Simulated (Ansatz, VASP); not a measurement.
TiTe2: VASP beside Ansatz

```
Ti Te
1.0
     3.76413    0.00000    0.00000
    -1.88206    3.25983    0.00000
     0.00000    0.00000   30.92914
Ti Te
1 2
Direct
  0.00000 0.00000 0.29099
  0.33333 0.66667 0.23357
  0.33333 0.66667 0.34840
```

Change from the starting cell: species swapped into a sheet of the LaBr2 type.

Alike in both runs: functional PBE; k mesh 6 × 6 × 1; occupations gaussian, width 0.1 eV; no spin polarisation.

Ansatz relaxed the structure, and its values are those at the end. VASP's run is a single point on that final structure, the one shown.

|  | VASP | Ansatz |
| --- | --- | --- |
| version | VASP 6.6.1 | Ansatz 0.2.0 |
| potentials or method | VASP PAW PBE potentials, release 64 (Ti_sv, Te), cutoff 520 eV | scalar-relativistic, plane waves, PAW |
| valence electrons in the cell | 24 | 44 |

Ansatz gave:

| Quantity | Value |
| --- | --- |
| gap on the k mesh at the Fermi level (eV) | 0.24 |
| least direct gap on the mesh (eV) | 0.58 |
| rms of the force components (eV/Å) | 0.017 |

Q: Estimate VASP's values.

A: gap on the k mesh at the Fermi level (eV): 0.23; least direct gap on the mesh (eV): 0.58; rms of the force components (eV/Å): 0.025.

With one functional, cell and mesh, what is left measures potentials, basis and numerics. VASP's potentials hold 24 valence electrons a cell and Ansatz's 44, so a difference there can come from the potentials and not from the codes. Ansatz's warnings: slab cell height set, structure snapped to symmetry.

Neither program's run includes spin-orbit coupling.
